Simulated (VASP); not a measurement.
**In: single point with PBE**

In:

```
CELL_PARAMETERS angstrom
-1.90948 1.90948 1.90948
1.90948 -1.90948 1.90948
1.90948 1.90948 -1.90948
ATOMIC_POSITIONS crystal
In 0.00000 0.00000 0.00000
```

```yaml
Program: VASP 6.6.1
Task: single point
Functional: PBE
Potentials_or_basis: VASP PAW PBE potentials, release 64 (In_d)
Cutoff: 520 eV
k_mesh: 16 × 16 × 16
Occupations: fermi-dirac, width 0.08 eV
Spin: no spin polarisation
Dipole_correction: no
Further_INCAR_settings: ALGO = Normal; EDIFF = 1e-06; NBANDS = 12
```

- Pressure: 0.0 GPa

Levels at points of the mesh, in eV from the Fermi level:
```
           k point  band 3  band 4  band 5  band 6  band 7  band 8  band 9  band 10
(0.00, 0.00, 0.00)  -14.63  -14.39  -14.39   -9.13   10.43   10.43   10.43    12.80
(0.50, 0.00, 0.00)  -14.41  -14.40  -14.25   -3.93   -2.95    5.63    7.09     9.70
(0.50, 0.50, 0.50)  -14.28  -14.28  -14.28    0.59    1.25    1.25    1.25     5.16
```

Wall time 24 s on 1 thread of AMD EPYC 9R45 96-Core Processor (Zen 5) (shared host), peak memory 0.15 GiB.

Caveat: spin-orbit coupling is left out, which moves the levels of the heavy elements.
